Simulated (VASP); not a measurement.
**Rh: single point with r2SCAN**

Rh:

```
CELL_PARAMETERS angstrom
2.76463 0.00000 0.00000
-1.38231 2.39424 0.00000
0.00000 0.00000 8.30280
ATOMIC_POSITIONS crystal
Rh 0.00000 0.00000 0.00000
Rh 0.33333 0.66667 0.25000
Rh 0.00000 0.00000 0.50000
Rh 0.66667 0.33333 0.75000
```

This isn't the form of Rh at room conditions, which is fcc.

This cell differs from its parent crystal: ratio of the length along z to the lengths across it x 0.92, volume and fractional coordinates fixed.

| Item | Value |
| --- | --- |
| Program | VASP 6.6.1 |
| Task | single point |
| Functional | r2SCAN |
| Potentials or basis | VASP PAW PBE potentials, release 64 (Rh_pv) |
| Cutoff | 520 eV |
| k mesh | 24 × 24 × 6 |
| Occupations | gaussian, width 0.15 eV |
| Spin | no spin polarisation |

| Property | Result |
| --- | --- |
| Pressure | 3.8 GPa |
| Band gap on the k mesh | zero (bands 30 and 31 overlap by 1.93 eV) |

Stress tensor (GPa, compression positive):
```
-5.18  0.00  0.00
 0.00 -5.18  0.00
 0.00  0.00 21.67
```

Levels at points of the mesh, in eV from the Fermi level:
```csv
k point,band 27,band 28,band 29,band 30,band 31,band 32,band 33,band 34
"(0.00, 0.00, 0.00)",-2.53,-1.82,-1.82,-1.25,-1.25,-0.30,-0.30,0.61
"(0.50, 0.00, 0.00)",0.28,0.32,0.61,0.67,0.86,1.08,1.20,2.43
"(0.00, 0.00, 0.50)",-1.32,-1.32,-1.32,-1.32,-0.40,-0.40,0.11,0.11
"(0.50, 0.00, 0.50)",-0.15,-0.15,0.21,0.21,0.63,0.63,2.87,2.87
```

Wall time 25 min on 1 thread of Intel Xeon 8259CL (shared host), peak memory 0.46 GiB.

Caveat: the stress differs along the axes, from -5 to 22 GPa; the PAW data sets were made with another functional, which shifts forces and pressure a little.
